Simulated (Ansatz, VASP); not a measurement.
## Two plane-wave programs on Sb

```
CELL_PARAMETERS angstrom
3.10963 0.00000 0.00000
0.00000 3.10963 0.00000
0.00000 0.00000 3.10963
ATOMIC_POSITIONS crystal
Sb 0.50000 0.50000 0.50000
```

Alike in both runs: functional PBE; k mesh 18 × 18 × 18; occupations gaussian, width 0.1 eV; no spin polarisation.

Ansatz relaxed the structure, and its values are those at the end. VASP's run is a single point on that final structure, the one shown.

```csv
,VASP,Ansatz
version,VASP 6.6.1,Ansatz 0.2.0
potentials or method,"VASP PAW PBE potentials, release 64 (Sb), cutoff 520 eV","scalar-relativistic, plane waves, PAW"
valence electrons in the cell,5,15
```

```tsv
	VASP	Ansatz	Ansatz less VASP
gap on the k mesh at the Fermi level (eV)	none	none	-
pressure (GPa)	0.0	0.0	+0.02
```

A gap of «none» marks a metal or a gap that the smearing closes. VASP's potentials hold 5 valence electrons a cell and Ansatz's 15, so a difference there can come from the potentials and not from the codes.

Neither program's run includes spin-orbit coupling.
